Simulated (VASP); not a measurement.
Here is a VASP 6.6.1 calculation.

File POSCAR:

```
SrO
1.0
    4.2754662700      0.0000000000      0.0000000000
   -2.1377331300      3.7026624000      0.0000000000
    0.0000000000      0.0000000000      5.1555949900
Sr O
2 2
Direct
    0.3333333292      0.6666666694      0.9381277000
    0.6666666684      0.3333333306      0.4381277010
    0.3333333292      0.6666666694      0.4368722998
    0.6666666684      0.3333333306      0.9368723007
```

File INCAR.step1:

```
PREC     = Accurate       # precision mode
ENCUT    = 520            # plane-wave cutoff, eV
ISMEAR   = 0              # smearing method
SIGMA    = 0.01           # smearing width, eV
LREAL    = F              # projectors in reciprocal space
LASPH    = T              # aspherical terms in the spheres
NELM     = 100            # most SCF steps
NBANDS   = 24             # bands
GGA      = PE             # functional
ALGO     = Normal         # electronic algorithm
EDIFF    = 1E-4           # SCF threshold, eV
LWAVE    = T              # write WAVECAR
LCHARG   = F              # write CHGCAR
```

File INCAR.step2:

```
PREC     = Accurate       # precision mode
ENCUT    = 520            # plane-wave cutoff, eV
EDIFF    = 1E-6           # SCF threshold, eV
ISMEAR   = 0              # smearing method
SIGMA    = 0.01           # smearing width, eV
LREAL    = F              # projectors in reciprocal space
LASPH    = T              # aspherical terms in the spheres
NELM     = 100            # most SCF steps
ALGO     = Normal         # electronic algorithm
ISIF     = 2              # what is computed and relaxed
LWAVE    = F              # write WAVECAR
LCHARG   = F              # write CHGCAR
METAGGA  = R2SCAN         # meta-GGA
LMIXTAU  = T            
NBANDS   = 24             # bands
ISTART   = 1
```

The input KPOINTS:

```
regular mesh
0
Gamma
  6 6 6
```

Potentials or basis: VASP PAW PBE potentials, release 64 (Sr_sv, O).

Command:

```bash
$ cat potpaw_PBE.64/Sr_sv/POTCAR potpaw_PBE.64/O/POTCAR > POTCAR
$ cp INCAR.step1 INCAR
$ mpirun -np 1 vasp_std > vasp.out
$ cp INCAR.step2 INCAR
$ mpirun -np 1 vasp_std > vasp.out
```

(1) What does it give for the largest force?

(2) What does it give for the band gap on the k mesh?

(3) What does it give for the pressure?

## Answers

(1) 0.016 eV/Å.

(2) 3.01 eV, direct.

(3) 0.1 GPa.

Caveat: the PAW data sets were made with another functional, which shifts forces and pressure a little.
